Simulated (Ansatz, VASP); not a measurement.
# Ta in VASP and in Ansatz

The input INCAR:

```
ALGO = Normal ; EDIFF = 1E-6
EDIFFG = -0.01 ; ENCUT = 600
GGA = PS ; IBRION = 2
ISIF = 3 ; ISMEAR = 1
LASPH = True ; LCHARG = False
LREAL = False ; LWAVE = False
NELM = 60 ; NSW = 80
PREC = Accurate ; SIGMA = 0.1
```

The input KPOINTS:

```
k-points
0
Gamma
  12 12 6
```

File POSCAR:

```
Ta
1.0
    2.9003720000      0.0000000000      0.0000000000
   -1.4501860000      2.5117960000      0.0000000000
    0.0000000000      0.0000000000      5.1662740000
Ta
2
Direct
    0.6666666667      0.3333333333      0.7500000000
    0.3333333333      0.6666666667      0.2500000000
```

Input for Ansatz:

```yaml
crystal:
  lattice:
    - [2.900372, 0.0, 0.0]
    - [-1.450186, 2.511796, 0.0]
    - [0.0, 0.0, 5.166274]
  atoms:
    - { symbol: Ta, position: [0.6666666666666666, 0.3333333333333333, 0.75] }
    - { symbol: Ta, position: [0.3333333333333333, 0.6666666666666666, 0.25] }
basis:
  ecutwfc: 476.19925930478996
kpoints:
  mp_grid:
    grid: [12, 12, 6]
hamiltonian:
  xc: pbesol
  dispersion: none
scf:
  occupations:
    method: cold
    width: 0.1
relax:
  cell: {}
```

Alike in both runs: task relaxation of cell and atoms; functional PBEsol; k mesh 12 × 12 × 6; no spin polarisation.

```csv
,VASP,Ansatz
version,VASP 6.6.1,Ansatz 0.2.0
potentials or method,"VASP PAW PBE potentials, release 64 (Ta_pv), cutoff 600 eV","plane waves, PAW"
occupations,"methfessel-paxton of order 1, width 0.1 eV","cold, width 0.1 eV"
valence electrons in the cell,22,26
```

|  | VASP | Ansatz | Ansatz less VASP |
| --- | --- | --- | --- |
| relaxed volume (Å³/atom) | 18.10 | 18.09 | -0.017 |
| relaxed length of the cell vector where the two differ most in proportion (Å) | 2.862 | 2.861 | -0.0011 |

VASP's potentials were made for PBE, not for PBEsol. VASP's potentials hold 22 valence electrons a cell and Ansatz's 26, so a difference there can come from the potentials and not from the codes.

Neither program's run includes spin-orbit coupling.
